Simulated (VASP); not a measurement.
Here is a VASP 6.6.1 calculation.

File INCAR:

```
SYSTEM = V
PREC = Accurate
ENCUT = 520
EDIFF = 1E-7
ISMEAR = -1
SIGMA = 0.1
LREAL = .False.
LASPH = .True.
NELM = 100
ALGO = Normal
ISIF = 2
LWAVE = .False.
LCHARG = .True.
GGA = RE
LELF = .True.
LVHAR = .True.
NBANDS = 12
```

File KPOINTS:

```
Automatic mesh
0
Gamma
  24 24 24
  0 0 0
```

The input POSCAR:

```
V
1.0
   -1.4665644928      1.4665644928      1.4665644928
    1.4665644928     -1.4665644928      1.4665644928
    1.4665644928      1.4665644928     -1.4665644928
V
1
Direct
    0.0000000000      0.0000000000      0.0000000000
```

Potentials or basis: VASP PAW PBE potentials, release 64 (V_sv).

The run is started by

```console
$ cat potpaw_PBE.64/V_sv/POTCAR > POTCAR
$ mpirun -np 1 vasp_std > vasp.out
```

Question: What does it give for the pressure?

Answer: 17.3 GPa.

Caveat: the PAW data sets were made with another functional, which shifts forces and pressure a little.
